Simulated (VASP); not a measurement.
Write the native input for VASP 6.6.1 that does the following.

```
Task                   : single point
Functional             : PBE
Potentials or basis    : VASP PAW PBE potentials, release 64 (Al, In_d, Sb)
Cutoff                 : 520 eV
k mesh                 : 6 × 4 × 4
Occupations            : gaussian, width 0.02 eV
Spin                   : no spin polarisation
Dipole correction      : no
Further INCAR settings : ALGO = Normal; EDIFF = 1e-06; NBANDS = 31
```

The structure of Al3InSb4 lies in POSCAR:

```
Al3InSb4
1.0
    4.4720610000      0.0000000000      0.0000000000
    0.0000000000      8.9406601000      0.0000000000
    0.0000000000      0.0000000000      6.3172420000
Al In Sb
3 1 4
Direct
    0.0000000000      0.0000000000      0.9995460000
    0.5000000000      0.2433240000      0.4999700000
    0.5000000000      0.7566760000      0.4999700000
    0.0000000000      0.5000000000      0.9999550000
    0.5000000000      0.0000000000      0.2430430000
    0.0000000000      0.2387730000      0.7411900000
    0.5000000000      0.5000000000      0.2751360000
    0.0000000000      0.7612270000      0.7411900000
```

One way to write it, as run:

INCAR

```
ALGO = Normal
EDIFF = 1E-6
ENCUT = 520
GGA = PE
ISIF = 2
ISMEAR = 0
LASPH = T
LCHARG = F
LREAL = F
LWAVE = F
NBANDS = 31
NELM = 60
PREC = Accurate
SIGMA = 0.02
```

KPOINTS

```
k-points
0
Gamma
  6 4 4
```

Potentials or basis: VASP PAW PBE potentials, release 64 (Al, In_d, Sb).

Launch:

```sh
$ cat potpaw_PBE.64/Al/POTCAR potpaw_PBE.64/In_d/POTCAR potpaw_PBE.64/Sb/POTCAR > POTCAR
$ mpirun -np 1 vasp_std > vasp.out
```

It gave:

* Pressure: 0.1 GPa
* Largest force: 0.016 eV/Å
* Band gap on the k mesh: 0.73 eV, direct

Caveat: spin-orbit coupling is left out, which moves the levels of the heavy elements.

Run time: 6.6 min on 1 thread of AMD EPYC 7R13, on a shared host, peak memory 0.48 GiB.
